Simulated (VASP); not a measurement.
# Al2Ru (Fddd) in VASP: further runs

The runs below take Al2Ru through single point, with PBEsol.

Everything below comes from runs of VASP 6.6.1. Logs are shortened: lines on timing, memory, paths and dates and some standing lists are left out, and cuts for length are marked.

### 1 The cell of the first run

It takes space group Fddd (No. 70, orthorhombic). The conventional cell has a = 4.701 Å, b = 7.976 Å, c = 8.770 Å, α = 90.00°, β = 90.00°, γ = 90.00°. Al (site symmetry 2) has 5 Ru at 2.57 to 2.72 Å and 9 Al at 2.59 to 3.19 Å within 3.4 Å. Within 3.4 Å of Ru (site symmetry 222) lie 10 Al at 2.57 to 2.72 Å and 4 Ru at 3.19 Å.

### 2 Single point, PBEsol

INCAR reads:

```
PREC = Accurate ; ENCUT = 520
EDIFF = 1E-7 ; ISMEAR = 0
SIGMA = 0.01 ; LREAL = F
LASPH = T ; NELM = 100
ALGO = Normal ; ISIF = 2
LWAVE = F ; LCHARG = F
GGA = PS ; NBANDS = 29
```

KPOINTS reads:

```
Automatic mesh
0
Gamma
  10 10 10
```

POSCAR reads:

```
Al2Ru
1.0
    0.0000000000      3.9878165635      4.3849680812
    2.3506283814      0.0000000000      4.3849680812
    2.3506283814      3.9878165635      0.0000000000
Al Ru
4 2
Direct
    0.0789308006      0.4210691994      0.0789308006
    0.4210691994      0.0789308006      0.4210691994
    0.1710691994      0.8289308006      0.1710691994
    0.8289308006      0.1710691994      0.8289308006
    0.7500000000      0.7500000000      0.7500000000
    0.5000000000      0.5000000000      0.5000000000
```

Potentials or basis: VASP PAW PBE potentials, release 64 (Al, Ru_pv).

The run is started by

```bash
cat potpaw_PBE.64/Al/POTCAR potpaw_PBE.64/Ru_pv/POTCAR > POTCAR
mpirun -np 1 vasp_std > vasp.out
```

OUTCAR:

```text
PREC = Accurate
   ENCUT = 520
   EDIFF = 1E-7
   ISMEAR = 0
   LREAL = F
   LASPH = T
   NELM = 100
   ISIF = 2
   GGA = PS

 ion  position               nearest neighbor table
   1  0.079  0.421  0.079-   6 2.57   6 2.57   3 2.59   3 2.59   5 2.62   2 2.67   2 2.67   5 2.72
                             5 2.72   2 2.73   4 3.19   4 3.19   4 3.19   4 3.19
   2  0.421  0.079  0.421-   6 2.57   6 2.57   4 2.59   4 2.59   5 2.62   1 2.67   1 2.67   5 2.72
                             5 2.72   1 2.73   3 3.19   3 3.19   3 3.19   3 3.19
   3  0.171  0.829  0.171-   5 2.57   5 2.57   1 2.59   1 2.59   6 2.62   4 2.67   4 2.67   6 2.72
                             6 2.72   4 2.73   2 3.19   2 3.19   2 3.19   2 3.19
   4  0.829  0.171  0.829-   5 2.57   5 2.57   2 2.59   2 2.59   6 2.62   3 2.67   3 2.67   6 2.72
                             6 2.72   3 2.73   1 3.19   1 3.19   1 3.19   1 3.19
   5  0.750  0.750  0.750-   4 2.57   3 2.57   4 2.57   3 2.57   1 2.62   2 2.62   2 2.72   2 2.72
                             1 2.72   1 2.72   6 3.19   6 3.19   6 3.19   6 3.19
   6  0.500  0.500  0.500-   1 2.57   2 2.57   1 2.57   2 2.57   3 2.62   4 2.62   3 2.72   3 2.72
                             4 2.72   4 2.72   5 3.19   5 3.19   5 3.19   5 3.19

  LATTYP: Found a face centered orthorhombic cell.
 ALAT       =     4.7012567628
 B/A-ratio  =     1.6964895834
 C/A-ratio  =     1.8654450512

  Lattice vectors:

 A1 = (   0.0000000000,   3.9878165635,   4.3849680812)
 A2 = (   2.3506283814,   0.0000000000,   4.3849680812)
 A3 = (   2.3506283814,   3.9878165635,   0.0000000000)

Analysis of symmetry for initial positions (statically):
=====================================================================
 Subroutine PRICEL returns:
 Original cell was already a primitive cell.

 Routine SETGRP: Setting up the symmetry group for a
 face centered orthorhombic supercell.

 Subroutine GETGRP returns: Found  8 space group operations
 (whereof  4 operations were pure point group operations)
 out of a pool of  8 trial point group operations.

The static configuration has the point symmetry D_2 .
 The point group associated with its full space group is D_2h.

Analysis of symmetry for dynamics (positions and initial velocities):
=====================================================================
 Subroutine PRICEL returns:
 Original cell was already a primitive cell.

 Routine SETGRP: Setting up the symmetry group for a
 face centered orthorhombic supercell.

 Subroutine GETGRP returns: Found  8 space group operations
 (whereof  4 operations were pure point group operations)
 out of a pool of  8 trial point group operations.

The dynamic configuration has the point symmetry D_2 .
 The point group associated with its full space group is D_2h.

[... 109 lines left out ...]
   NSW    =      0    number of steps for IOM
   IBRION =     -1    ionic relax: 0-MD 1-quasi-New 2-CG
   NFREE  =      0    steps in history (QN), initial steepest desc. (CG)
   ISIF   =      2    stress and relaxation
   ISYM   =      2    0-nonsym 1-usesym 2-fastsym
   POTIM  = 0.5000    time-step for ionic-motion
   TEBEG  =    0.0;   TEEND  =   0.0 temperature during run
   PSTRESS=    0.0 pullay stress
   NELECT =      40.0000    total number of electrons
   NUPDOWN=      -1.0000    fix difference up-down
   EMIN   =  10.00;   EMAX   =-10.00  energy-range for DOS
   EFERMI =   0.00;   METHOD = LEGACY
   ISMEAR =     0;   SIGMA  =   0.01  broadening in eV -4-tet -1-fermi 0-gaus
   EFERMI_NEDOS =   21; number of points for ismear=-14 and -15
   IALGO  =     38    algorithm
   IMIX   =      4    mixing-type and parameters
     AMIX     =   0.40;   BMIX     =  1.00
     AMIX_MAG =   1.60;   BMIX_MAG =  1.00
  volume/ion in A,a.u.               =      13.70        92.46
  Fermi-wavevector in a.u.,A,eV,Ry     =   1.287626  2.433260 22.558186  1.657980
  Thomas-Fermi vector in A             =   2.419629
   LORBIT       =      0    0 simple, 1 ext, 2 COOP (PROOUT), +10 PAW based schemes
   GGA     = PS    functional components
   LHFCALC =     F    Hartree Fock is set to
   AEXX    =    0.0000 exact exchange contribution
   IVDW    =     0    specifies the selected vdW correction
   LEPSILON=     F    determine dielectric tensor
   LRPA    =     F    only Hartree local field effects (RPA)
 non-spin polarized calculation
 Gauss-broadening in eV      SIGMA  =   0.01
  energy-cutoff  :      520.00
  volume of cell :       82.21
 maximum number of plane-waves:      2240
 NGX is ok and might be reduce to    48
   NGX = 23   NGY = 19   NGZ = 17

 number of electron      40.0000001 magnetization

 Free energy of the ion-electron system (eV)
  ---------------------------------------------------
  ext. energy  EPLUGINS =         0.00000000
  ---------------------------------------------------
  free energy    TOTEN  =       -40.83096829 eV

  energy without entropy =      -40.83096829  energy(sigma->0) =      -40.83096829

 E-fermi :  10.6799     XC(G=0): -12.0203

 val. band max:       10.6397440819   @ k =   0.0000   0.0000   0.0000
 cond. band min:      10.7231289569   @ k =   0.0000   0.3000   0.3000
 fundamental gap:      0.0833848751
 Fermi energy:        10.6799247049

 k-point     1 :       0.0000    0.0000    0.0000
  band No.  band energies     occupation
      1     -32.0404      2.00000
      2     -31.9543      2.00000
      3     -31.9535      2.00000
      4     -31.9010      2.00000
      5     -31.8895      2.00000
      6     -31.8859      2.00000
[... 757 lines left out ...]
     28      15.5046      0.00000
     29      16.5836      0.00000

 [... further k-points ...]
[... 5 lines left out ...]
  --------------------------------------------------------------------------------------
  -------------------------------------------------------------------------------------
  Total        0.0429070      0.0276020      0.0532435      0.0000000      0.0000000      0.0000000
  in kB        0.8362260      0.5379424      1.0376756      0.0000000      0.0000000      0.0000000
  external PRESSURE =       0.8039480 kB  Pullay stress =       0.0000000 kB

 VOLUME and BASIS-vectors are now :
 -----------------------------------------------------------------------------
  energy-cutoff  :      520.00
  volume of cell :       82.21
      direct lattice vectors                 reciprocal lattice vectors
     0.000000000  3.987816564  4.384968081    -0.212709080  0.125381896  0.114025916
     2.350628381  0.000000000  4.384968081     0.212709080 -0.125381896  0.114025916
     2.350628381  3.987816564  0.000000000     0.212709080  0.125381896 -0.114025916

 POSITION                                       TOTAL-FORCE (eV/Angst)
 -----------------------------------------------------------------------------------
      1.17531      0.62952      2.19248         0.000000     -0.000159      0.000000
      1.17531      3.35829      2.19248         0.000000      0.000159      0.000000
      2.35063      1.36439      4.38497         0.000000      0.000159     -0.000000
      2.35063      6.61125      4.38497         0.000000     -0.000159     -0.000000
      3.52594      5.98172      6.57745        -0.000000      0.000000     -0.000000
      2.35063      3.98782      4.38497        -0.000000     -0.000000     -0.000000
 -----------------------------------------------------------------------------------
    total drift:                               -0.000000     -0.000000     -0.000000

  FREE ENERGIE OF THE ION-ELECTRON SYSTEM (eV)
  ---------------------------------------------------
  free  energy   TOTEN  =       -40.8309682868 eV

  energy  without entropy=      -40.8309682868  energy(sigma->0) =      -40.83096829
```

stdout:

```text
POSCAR found type information on POSCAR AlRu
 POSCAR found :  2 types and       6 ions
 scaLAPACK will be used
 -----------------------------------------------------------------------------
|                                                                             |
|                                                                             |
|     You enforced a specific xc type in the INCAR file but a different       |
|     I HOPE YOU KNOW WHAT YOU ARE DOING!                                     |
|                                                                             |
 -----------------------------------------------------------------------------

 LDA part: xc-table for (Slater+PW92), standard interpolation
 POSCAR, INCAR and KPOINTS ok, starting setup
 FFT: planning ... GRIDC
 FFT: planning ... GRID_SOFT
 FFT: planning ... GRID
 WAVECAR not read
 entering main loop
```

It took 11 min on 1 thread of Oxide Virtual Turin-like, shared host; peak memory 0.44 GiB.

What came out:

* Free energy: -40.8310 eV
* Pressure: 0.1 GPa
* Band gap on the k mesh: 0.08 eV, indirect (least direct gap 1.23 eV)

Caveat: the PAW data sets were made with another functional, which shifts forces and pressure a little.

### 3 Single point, PBEsol (volume scaled by 0.98, then relaxed in part)

INCAR reads:

```
SYSTEM = Al2Ru
  PREC = Accurate
  ENCUT = 520
  EDIFF = 1E-6
  ISMEAR = 0
  SIGMA = 0.01
  LREAL = .FALSE.
  LASPH = .TRUE.
  NELM = 60
  ALGO = Normal
  ISIF = 2
  LWAVE = .FALSE.
  LCHARG = .FALSE.
  GGA = PS
  NBANDS = 29
```

KPOINTS reads:

```
regular mesh
0
G
  10 10 10
  0 0 0
```

POSCAR reads:

```
Al2Ru
1.0
    0.0000000000      3.9569838365      4.3600191962
    2.3348499907      0.0000000000      4.3600191962
    2.3348499907      3.9569838365      0.0000000000
Al Ru
4 2
Direct
    0.0792243796      0.4207756204      0.0792243796
    0.4207756204      0.0792243796      0.4207756204
    0.1707756204      0.8292243796      0.1707756204
    0.8292243796      0.1707756204      0.8292243796
    0.7500000000      0.7500000000      0.7500000000
    0.5000000000      0.5000000000      0.5000000000
```

Potentials or basis: VASP PAW PBE potentials, release 64 (Al, Ru_pv).

The run is started by

```bash
cat potpaw_PBE.64/Al/POTCAR potpaw_PBE.64/Ru_pv/POTCAR > POTCAR
mpirun -np 1 vasp_std > vasp.out
```

OUTCAR:

```text
SYSTEM = Al2Ru
   PREC = Accurate
   ENCUT = 520
   EDIFF = 1E-6
   ISMEAR = 0
   LREAL = .FALSE.
   LASPH = .TRUE.
   NELM = 60
   ISIF = 2
   GGA = PS

 ion  position               nearest neighbor table
   1  0.079  0.421  0.079-   6 2.55   6 2.55   3 2.58   3 2.58   5 2.61   2 2.65   2 2.65   5 2.70
                             5 2.70   2 2.70   4 3.17   4 3.17   4 3.17   4 3.17
   2  0.421  0.079  0.421-   6 2.55   6 2.55   4 2.58   4 2.58   5 2.61   1 2.65   1 2.65   5 2.70
                             5 2.70   1 2.70   3 3.17   3 3.17   3 3.17   3 3.17
   3  0.171  0.829  0.171-   5 2.55   5 2.55   1 2.58   1 2.58   6 2.61   4 2.65   4 2.65   6 2.70
[... 987 lines left out ...]
  Total        1.9550751      1.9448953      1.9706372      0.0000000      0.0000000      0.0000000
  in kB       38.8805474     38.6781026     39.1900308      0.0000000      0.0000000      0.0000000
  external PRESSURE =      38.9162269 kB  Pullay stress =       0.0000000 kB

 VOLUME and BASIS-vectors are now :
 -----------------------------------------------------------------------------
  energy-cutoff  :      520.00
  volume of cell :       80.56
      direct lattice vectors                 reciprocal lattice vectors
     0.000000000  3.956983837  4.360019196    -0.214146520  0.126358868  0.114678394
     2.334849991  0.000000000  4.360019196     0.214146520 -0.126358868  0.114678394
     2.334849991  3.956983837  0.000000000     0.214146520  0.126358868 -0.114678394

 POSITION                                       TOTAL-FORCE (eV/Angst)
 -----------------------------------------------------------------------------------
      1.16742      0.62698      2.18001         0.000000      0.000713     -0.000000
      1.16742      3.33000      2.18001         0.000000     -0.000713     -0.000000
      2.33485      1.35151      4.36002         0.000000     -0.000713      0.000000
      2.33485      6.56245      4.36002         0.000000      0.000713      0.000000
      3.50227      5.93548      6.54003         0.000000     -0.000000     -0.000000
      2.33485      3.95698      4.36002        -0.000000      0.000000      0.000000
 -----------------------------------------------------------------------------------
    total drift:                               -0.000000     -0.000000      0.000000

  FREE ENERGIE OF THE ION-ELECTRON SYSTEM (eV)
  ---------------------------------------------------
  free  energy   TOTEN  =       -40.8105510448 eV

  energy  without entropy=      -40.8105510448  energy(sigma->0) =      -40.81055104
```

OSZICAR:

```text
N       E                     dE             d eps       ncg     rms          rms(c)
DAV:   1     0.295388077403E+03    0.29539E+03   -0.21465E+04 10558   0.131E+03
DAV:   2    -0.319775281504E+02   -0.32737E+03   -0.31656E+03 10618   0.353E+02
DAV:   3    -0.425261616120E+02   -0.10549E+02   -0.10395E+02 12154   0.608E+01
DAV:   4    -0.426526681173E+02   -0.12651E+00   -0.12638E+00 11683   0.649E+00
DAV:   5    -0.426552522604E+02   -0.25841E-02   -0.25840E-02 12144   0.969E-01    0.198E+01
DAV:   6    -0.416221312828E+02    0.10331E+01   -0.14796E+01 11069   0.260E+01    0.574E+00
DAV:   7    -0.409182757578E+02    0.70386E+00   -0.37032E+00 10684   0.132E+01    0.411E+00
DAV:   8    -0.408156683256E+02    0.10261E+00   -0.20414E-01 11323   0.336E+00    0.609E-01
DAV:   9    -0.408109725765E+02    0.46957E-02   -0.85152E-03 12212   0.503E-01    0.375E-01
DAV:  10    -0.408106773188E+02    0.29526E-03   -0.25691E-03 11336   0.385E-01    0.134E-01
DAV:  11    -0.408105580524E+02    0.11927E-03   -0.73633E-04 11211   0.206E-01    0.477E-02
DAV:  12    -0.408105513803E+02    0.66721E-05   -0.27886E-05 12722   0.365E-02    0.609E-03
DAV:  13    -0.408105510448E+02    0.33550E-06   -0.71172E-07  6966   0.508E-03
   1 F= -.40810551E+02 E0= -.40810551E+02  d E =-.634863E-13
```

Wall time 9.5 min (1 thread of Oxide Virtual Turin-like, shared host); peak memory 0.43 GiB.

What came out:

```yaml
Free_energy: -40.8106 eV
Pressure: 3.9 GPa
Band_gap_on_the_k_mesh: 0.09 eV, indirect (least direct gap 1.26 eV)
```

Caveat: the PAW data sets were made with another functional, which shifts forces and pressure a little. A k mesh can miss the band edges.

(Part 1 of 2 ends here.)
